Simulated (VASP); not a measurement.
# AlN (Fm-3m) in VASP: a series of runs, part 2 of 3

VASP 6.6.1.

### 3 Single point, RPBE

This run uses another cell than the first one, of 8.59 Å³/atom.

Contents of INCAR:

```
SYSTEM = AlN
PREC     = Accurate       ! precision mode
ENCUT    = 600            ! plane-wave cutoff, eV
EDIFF    = 1E-6           ! SCF threshold, eV
ISMEAR   = 0              ! smearing method
SIGMA    = 0.01           ! smearing width, eV
LREAL    = .False.        ! projectors in reciprocal space
LASPH    = .True.         ! aspherical terms in the spheres
NELM     = 120            ! most SCF steps
ALGO     = Normal         ! electronic algorithm
ISIF     = 2              ! what is computed and relaxed
LWAVE    = .False.        ! write WAVECAR
LCHARG   = .False.        ! write CHGCAR
GGA      = RP             ! functional
NBANDS   = 11             ! bands
GGA_COMPAT= .False.
```

Contents of KPOINTS:

```
regular mesh
0
Gamma
  10 10 10
  0 0 0
```

Contents of POSCAR:

```
AlN
1.0
    0.0000000000      2.0477628589      2.0477628589
    2.0477628589      0.0000000000      2.0477628589
    2.0477628589      2.0477628589      0.0000000000
Al N
1 1
Direct
    0.0000000000      0.0000000000      0.0000000000
    0.5000000000      0.5000000000      0.5000000000
```

Potentials or basis: VASP PAW PBE potentials, release 64 (Al, N).

Command:

```sh
$ cat potpaw_PBE.64/Al/POTCAR potpaw_PBE.64/N/POTCAR > POTCAR
$ mpirun -np 1 vasp_std > vasp.out
```

OUTCAR:

```text
SYSTEM = AlN
   PREC = Accurate
   ENCUT = 600
   EDIFF = 1E-6
   ISMEAR = 0
   LREAL = .False.
   LASPH = .True.
   NELM = 120
   ISIF = 2
   GGA = RP

 ion  position               nearest neighbor table
   1  0.000  0.000  0.000-   2 2.05   2 2.05   2 2.05   2 2.05   2 2.05   2 2.05
   2  0.500  0.500  0.500-   1 2.05   1 2.05   1 2.05   1 2.05   1 2.05   1 2.05

  LATTYP: Found a face centered cubic cell.
 ALAT       =     4.0955257178

  Lattice vectors:

 A1 = (   0.0000000000,   2.0477628589,   2.0477628589)
 A2 = (   2.0477628589,   0.0000000000,   2.0477628589)
 A3 = (   2.0477628589,   2.0477628589,   0.0000000000)

Analysis of symmetry for initial positions (statically):
=====================================================================
 Subroutine PRICEL returns:
 Original cell was already a primitive cell.

 Routine SETGRP: Setting up the symmetry group for a
 face centered cubic supercell.

 Subroutine GETGRP returns: Found 48 space group operations
 (whereof 48 operations were pure point group operations)
 out of a pool of 48 trial point group operations.

The static configuration has the point symmetry O_h .

Analysis of symmetry for dynamics (positions and initial velocities):
=====================================================================
 Subroutine PRICEL returns:
 Original cell was already a primitive cell.

 Routine SETGRP: Setting up the symmetry group for a
 face centered cubic supercell.

 Subroutine GETGRP returns: Found 48 space group operations
 (whereof 48 operations were pure point group operations)
 out of a pool of 48 trial point group operations.

The dynamic configuration has the point symmetry O_h .

 Subroutine INISYM returns: Found 48 space group operations
 (whereof 48 operations are pure point group operations),
 and found     1 'primitive' translations

----------------------------------------------------------------------------------------

                                     Primitive cell

  volume of cell :      17.1739

  direct lattice vectors                    reciprocal lattice vectors
     0.000000000  2.047762859  2.047762859    -0.244168898  0.244168898  0.244168898
     2.047762859  0.000000000  2.047762859     0.244168898 -0.244168898  0.244168898
     2.047762859  2.047762859  0.000000000     0.244168898  0.244168898 -0.244168898

  length of vectors
     2.895974008  2.895974008  2.895974008     0.422912936  0.422912936  0.422912936

  position of ions in fractional coordinates (direct lattice)
     0.000000000  0.000000000  0.000000000
     0.500000000  0.500000000  0.500000000

  ion indices of the primitive-cell ions
   primitive index   ion index
                 1           1
                 2           2

----------------------------------------------------------------------------------------

 KPOINTS: regular mesh

Automatic generation of k-mesh.
 Grid dimensions read from file:
 generate k-points for:   10   10   10

 Generating k-lattice:

  Cartesian coordinates                     Fractional coordinates (reciprocal lattice)
    -0.024416890  0.024416890  0.024416890     0.100000000  0.000000000  0.000000000
     0.024416890 -0.024416890  0.024416890     0.000000000  0.100000000  0.000000000
     0.024416890  0.024416890 -0.024416890     0.000000000  0.000000000  0.100000000

  Length of vectors
     0.042291294  0.042291294  0.042291294

  Shift w.r.t. Gamma in fractional coordinates (k-lattice)
     0.000000000  0.000000000  0.000000000

 Subroutine IBZKPT returns following result:
 ===========================================

 Found     47 irreducible k-points:

 Following reciprocal coordinates:
            Coordinates               Weight
  0.000000  0.000000  0.000000      1.000000
  0.100000  0.000000  0.000000      8.000000
  0.200000  0.000000  0.000000      8.000000
  0.300000  0.000000  0.000000      8.000000
  0.400000  0.000000  0.000000      8.000000
  0.500000  0.000000  0.000000      4.000000
[... 16 lines left out ...]
  0.300000  0.300000  0.000000      6.000000
  0.400000  0.300000  0.000000     24.000000
 [... further k-points ...]
   k-points           NKPTS =     47   k-points in BZ     NKDIM =     47   number of bands    NBANDS=     11
   number of dos      NEDOS =    301   number of ions     NIONS =      2
   total plane-waves  NPLWV =  13824
   dimension x,y,z NGX =    24 NGY =   24 NGZ =   24
   dimension x,y,z NGXF=    48 NGYF=   48 NGZF=   48
   ions per type =               1   1
   NGX,Y,Z   is equivalent  to a cutoff of  13.78, 13.78, 13.78 a.u.
   NGXF,Y,Z  is equivalent  to a cutoff of  27.55, 27.55, 27.55 a.u.
 SYSTEM =  AlN
   PREC   = accura    normal or accurate (medium, high low for compatibility)
   ISTART =      0    job   : 0-new  1-cont  2-samecut
   ICHARG =      2    charge: 1-file 2-atom 10-const
   ISPIN  =      1    spin polarized calculation?
   LNONCOLLINEAR =      F non collinear calculations
   LSORBIT =      F    spin-orbit coupling
   LASPH  =      T    aspherical Exc in radial PAW
   ENCUT  =  600.0 eV  44.10 Ry    6.64 a.u.   5.78  5.78  5.78*2*pi/ulx,y,z
   NELM   =    120;   NELMIN=  2; NELMDL= -5     # of ELM steps
   EDIFF  = 0.1E-05   stopping-criterion for ELM
   LREAL  =      F    real-space projection
   EDIFFG = 0.1E-04   stopping-criterion for IOM
   NSW    =      0    number of steps for IOM
   IBRION =     -1    ionic relax: 0-MD 1-quasi-New 2-CG
   NFREE  =      0    steps in history (QN), initial steepest desc. (CG)
   ISIF   =      2    stress and relaxation
   ISYM   =      2    0-nonsym 1-usesym 2-fastsym
   POTIM  = 0.5000    time-step for ionic-motion
   TEBEG  =    0.0;   TEEND  =   0.0 temperature during run
   PSTRESS=    0.0 pullay stress
   NELECT =       8.0000    total number of electrons
   NUPDOWN=      -1.0000    fix difference up-down
   EMIN   =  10.00;   EMAX   =-10.00  energy-range for DOS
   EFERMI =   0.00;   METHOD = LEGACY
   ISMEAR =     0;   SIGMA  =   0.01  broadening in eV -4-tet -1-fermi 0-gaus
   EFERMI_NEDOS =   21; number of points for ismear=-14 and -15
   IALGO  =     38    algorithm
   IMIX   =      4    mixing-type and parameters
     AMIX     =   0.40;   BMIX     =  1.00
     AMIX_MAG =   1.60;   BMIX_MAG =  1.00
  volume/ion in A,a.u.               =       8.59        57.95
  Fermi-wavevector in a.u.,A,eV,Ry     =   1.269059  2.398174 21.912331  1.610511
  Thomas-Fermi vector in A             =   2.402121
   LORBIT       =      0    0 simple, 1 ext, 2 COOP (PROOUT), +10 PAW based schemes
   GGA     = RP    functional components
   LHFCALC =     F    Hartree Fock is set to
   AEXX    =    0.0000 exact exchange contribution
   IVDW    =     0    specifies the selected vdW correction
   LEPSILON=     F    determine dielectric tensor
   LRPA    =     F    only Hartree local field effects (RPA)
 non-spin polarized calculation
 Gauss-broadening in eV      SIGMA  =   0.01
  energy-cutoff  :      600.00
  volume of cell :       17.17
 maximum number of plane-waves:       589
   NGX = 11   NGY = 11   NGZ = 11

 number of electron       8.0000000 magnetization

 Free energy of the ion-electron system (eV)
  ---------------------------------------------------
  ext. energy  EPLUGINS =         0.00000000
  ---------------------------------------------------
  free energy    TOTEN  =       -13.78633223 eV

  energy without entropy =      -13.78633223  energy(sigma->0) =      -13.78633223

 E-fermi :   9.6757     XC(G=0): -12.0090

 val. band max:        9.5882851968   @ k =   0.0000   0.0000   0.0000
 cond. band min:      13.9399395907   @ k =   0.5000   0.5000   0.0000
 fundamental gap:      4.3516543939
 Fermi energy:         9.6757178070

 k-point     1 :       0.0000    0.0000    0.0000
  band No.  band energies     occupation
      1      -7.6707      2.00000
      2       9.5883      2.00000
      3       9.5883      2.00000
      4       9.5883      2.00000
      5      14.7421      0.00000
      6      21.6389      0.00000
      7      21.6389      0.00000
      8      21.6389      0.00000
      9      26.6641      0.00000
     10      27.0907      0.00000
     11      27.0907      0.00000
[... 309 lines left out ...]
 k-point    24 :       0.4000    0.3000    0.0000
  band No.  band energies     occupation
      1      -4.8069      2.00000
      2       3.8819      2.00000
      3       6.8970      2.00000
      4       7.3937      2.00000
      5      15.5345      0.00000
      6      16.4466      0.00000
      7      21.4251      0.00000
      8      24.8146      0.00000
      9      25.5402      0.00000
     10      31.0117      0.00000
     11      33.9002      0.00000

 [... further k-points ...]

------------------------ aborting loop because EDIFF is reached ----------------------------------------

  FORCE on cell =-STRESS in cart. coord.  units (eV):
  Direction    XX          YY          ZZ          XY          YZ          ZX
  --------------------------------------------------------------------------------------
  -------------------------------------------------------------------------------------
  Total       -0.0855838     -0.0855838     -0.0855838     -0.0000000     -0.0000000     -0.0000000
  in kB       -7.9842348     -7.9842348     -7.9842348     -0.0000000     -0.0000000     -0.0000000
  external PRESSURE =      -7.9842348 kB  Pullay stress =       0.0000000 kB

 VOLUME and BASIS-vectors are now :
 -----------------------------------------------------------------------------
  energy-cutoff  :      600.00
  volume of cell :       17.17
      direct lattice vectors                 reciprocal lattice vectors
     0.000000000  2.047762859  2.047762859    -0.244168898  0.244168898  0.244168898
     2.047762859  0.000000000  2.047762859     0.244168898 -0.244168898  0.244168898
     2.047762859  2.047762859  0.000000000     0.244168898  0.244168898 -0.244168898

 POSITION                                       TOTAL-FORCE (eV/Angst)
 -----------------------------------------------------------------------------------
      0.00000      0.00000      0.00000         0.000000      0.000000      0.000000
      2.04776      2.04776      2.04776        -0.000000     -0.000000     -0.000000
 -----------------------------------------------------------------------------------
    total drift:                               -0.000000     -0.000000      0.000000

  FREE ENERGIE OF THE ION-ELECTRON SYSTEM (eV)
  ---------------------------------------------------
  free  energy   TOTEN  =       -13.7863322280 eV

  energy  without entropy=      -13.7863322280  energy(sigma->0) =      -13.78633223
```

Run time: 3.5 s. Hardware: 1 thread of Intel Xeon 6975P-C (Granite Rapids), shared host; peak memory 0.14 GiB.

What came out:

- Free energy: -13.7863 eV
- Pressure: -0.8 GPa
- Band gap on the k mesh: 4.35 eV (least direct gap 5.15 eV)

Caveat: the PAW data sets were made with another functional, which shifts forces and pressure a little. A k mesh can miss the band edges.

[end of part 2 of 3]
